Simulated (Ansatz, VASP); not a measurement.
## CuI in VASP and in Ansatz

POSCAR

```
CuI
1.0
    0.0000000000      3.0120291147      3.0120291147
    3.0120291147      0.0000000000      3.0120291147
    3.0120291147      3.0120291147      0.0000000000
Cu I
1 1
Direct
    0.0000000000      0.0000000000      0.0000000000
    0.2500000000      0.2500000000      0.2500000000
```

File INCAR.step1:

```
  PREC = Accurate
  ENCUT = 520
  EDIFF = 1E-5
  ISMEAR = 0
  SIGMA = 0.01
  LREAL = False
  LASPH = True
  NELM = 60
  ALGO = Normal
  ISIF = 2
  LWAVE = True
  GGA = PE
  NBANDS = 16
```

Contents of INCAR.step2:

```
  PREC = Accurate
  ENCUT = 520
  EDIFF = 1E-7
  ISMEAR = 0
  SIGMA = 0.01
  LREAL = False
  LASPH = True
  NELM = 60
  ALGO = Normal
  ISIF = 2
  LWAVE = False
  LCHARG = True
  GGA = PE
  LHFCALC = True
  HFSCREEN = 0.2079
  PRECFOCK = Normal
  LELF = True
  LVHAR = True
  ISTART = 1
  NBANDS = 16
```

File KPOINTS:

```
Automatic mesh
0
Gamma
  6 6 6
```

Input for Ansatz:

```yaml
crystal:
  lattice:
    - [0.0, 3.0120291147, 3.0120291147]
    - [3.0120291147, 0.0, 3.0120291147]
    - [3.0120291147, 3.0120291147, 0.0]
  atoms:
    - { symbol: Cu, position: [0.0, 0.0, 0.0] }
    - { symbol: I, position: [0.25, 0.25, 0.25] }
kpoints:
  mp_grid: { grid: [6, 6, 6] }
  band_path:
    path:
      - [0.0, 0.0, 0.0]
      - [-0.5, -0.5, 0.0]
      - [-0.375, -0.375, 0.25]
      - [-0.375, 0.0, 0.375]
      - [0.0, 0.0, 0.5]
      - [-0.5, -0.25, 0.25]
    npoints: 1
hamiltonian:
  xc: hse06
scf:
  occupations: { method: fixed }
  n_extra_bands: 4
output:
  forces: true
  stress: true
  eigenvalues: true
```

Alike in both runs: task single point; functional HSE06; k mesh 6 × 6 × 6; no spin polarisation.

|  | VASP | Ansatz |
| --- | --- | --- |
| version | VASP 6.6.1 | Ansatz 0.2.0 |
| potentials or method | VASP PAW PBE potentials, release 64 (Cu, I) | plane waves, PAW |
| plane-wave cutoff (eV) | 520 | 420 |
| occupations | gaussian, width 0.01 eV | fixed |
| valence electrons in the cell | 18 | 36 |

VASP gave:

| Item | Value |
| --- | --- |
| gap on the k mesh at the Fermi level (eV) | 2.62 |
| pressure (GPa) | 1.2 |

Task: Estimate Ansatz's values.

Result: gap on the k mesh at the Fermi level (eV): 2.67; pressure (GPa): 1.4.

VASP's potentials hold 18 valence electrons a cell and Ansatz's 36, so a difference there can come from the potentials and not from the codes. Ansatz's warnings: stress exchange threshold loose, stress scf threshold loose.

Neither program's run includes spin-orbit coupling.
